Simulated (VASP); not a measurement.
Runs of VASP 6.6.1 on AgCl. The structure is that of space group Pm-3m (No. 221), or close to it. The cells are those of the table. 

```tsv
level	potentials or basis	cell	k mesh	smearing	grid for exact exchange (PRECFOCK)	share of exact exchange	screening parameter	gap on the mesh (eV)	pressure (GPa)
PBE-based screened hybrid	VASP PAW PBE potentials, release 64 (Ag, Cl)	a = 3.434 Å, 2 atoms	4 × 4 × 4	fermi-dirac 0.05 eV	Normal	0.4	0.2 1/Å	(a)	-0.5
LDA	VASP PAW LDA potentials, release 64 (Ag, Cl)	a = 3.434 Å, 2 atoms	8 × 8 × 8	gaussian 0.02 eV	-	-	-	(b)	-7.6
PBE-based screened hybrid	VASP PAW PBE potentials, release 64 (Ag, Cl)	a = 3.434 Å, 2 atoms	4 × 4 × 4	fermi-dirac 0.05 eV	Normal	0.5	0.2 1/Å	(c)	-0.6
revPBE	VASP PAW PBE potentials, release 64 (Ag, Cl)	a = 3.495 Å, 2 atoms	8 × 8 × 8	tetrahedron	-	-	-	0.69	-0.1
```

Alike in all rows: task single point; no spin polarisation; cutoff (eV) 520.

Fill in the values left out.

(a) 2.94; (b) 0.31; (c) 3.57.

Caveats: some runs use coarse meshes; the PAW data sets were made with another functional, which shifts forces and pressure a little (some runs).

A k mesh can miss the band edges, and the runs leave out spin-orbit coupling on Ag.
